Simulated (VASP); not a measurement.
Set up this calculation in VASP 6.6.1, as the native input.

```yaml
Task: relaxation of cell and atoms
Functional: PBE
Potentials_or_basis: VASP PAW PBE potentials, release 64 (Zr_sv, Pd, Se)
Cutoff: 600 eV
k_mesh: 6 × 6 × 4
Occupations: gaussian, width 0.1 eV
Spin: no spin polarisation
Dipole_correction: no
Further_INCAR_settings: ALGO = Normal; EDIFF = 1e-06; IBRION = 2; EDIFFG = -0.04; NSW = 90; ISIF = 3
```

The structure of ZrPdSe4 lies in POSCAR:

```
ZrPdSe4
1.0
    4.9288498767      0.0000000000      0.0000000000
   -2.4644249383      4.2685092046      0.0000000000
    0.0000000000      0.0000000000      5.6743585117
Zr Pd Se
1 1 4
Direct
    0.0000000000      0.0000000000      0.0000000000
    0.0000000000      0.0000000000      0.5000000000
    0.3333333333      0.6666666667      0.7683952145
    0.3333333333      0.6666666667      0.2316047855
    0.6666666667      0.3333333333      0.7683952145
    0.6666666667      0.3333333333      0.2316047855
```

The cell was built from a structure type or drawn by symmetry, and may not be a known phase.

These files were run (other wordings do the same):

INCAR

```
SYSTEM = ZrPdSe4
PREC     = Accurate       ! precision mode
ENCUT    = 600            ! plane-wave cutoff, eV
EDIFF    = 1E-6           ! SCF threshold, eV
ISMEAR   = 0              ! smearing method
SIGMA    = 0.1            ! smearing width, eV
LREAL    = .FALSE.        ! projectors in reciprocal space
LASPH    = .TRUE.         ! aspherical terms in the spheres
NELM     = 80             ! most SCF steps
ALGO     = Normal         ! electronic algorithm
ISIF     = 3              ! what is computed and relaxed
LWAVE    = .FALSE.        ! write WAVECAR
LCHARG   = .FALSE.        ! write CHGCAR
GGA      = PE             ! functional
IBRION   = 2              ! ionic algorithm
NSW      = 90             ! ionic steps
EDIFFG   = -0.04          ! ionic threshold
```

KPOINTS

```
regular mesh
0
G
  6 6 4
  0 0 0
```

Potentials or basis: VASP PAW PBE potentials, release 64 (Zr_sv, Pd, Se).

Launch:

```sh
$ cat potpaw_PBE.64/Zr_sv/POTCAR potpaw_PBE.64/Pd/POTCAR potpaw_PBE.64/Se/POTCAR > POTCAR
$ mpirun -np 1 vasp_std > vasp.out
```

Results of the run:

| Quantity | Value |
| --- | --- |
| Relaxed volume | 20.15 Å³/atom |
| Relaxed cell | a = 4.937 Å, b = 4.937 Å, c = 5.727 Å, α = 90.00°, β = 90.00°, γ = 120.00° |
| Space group after relaxing (to 0.1 Å) | P6/mmm (No. 191) |
| Energy gained by relaxing | 3.1 meV/atom |
| Ionic steps | 4 |
| Pressure after relaxing | 0.0 GPa |
| Largest force after relaxing | 0.005 eV/Å |
| Band gap on the k mesh | zero (bands 23 and 24 overlap by 1.32 eV) |

Wall time 120 s on 1 thread of AMD EPYC 9R45 (Zen 5), with other jobs on the host, peak memory 0.29 GiB.
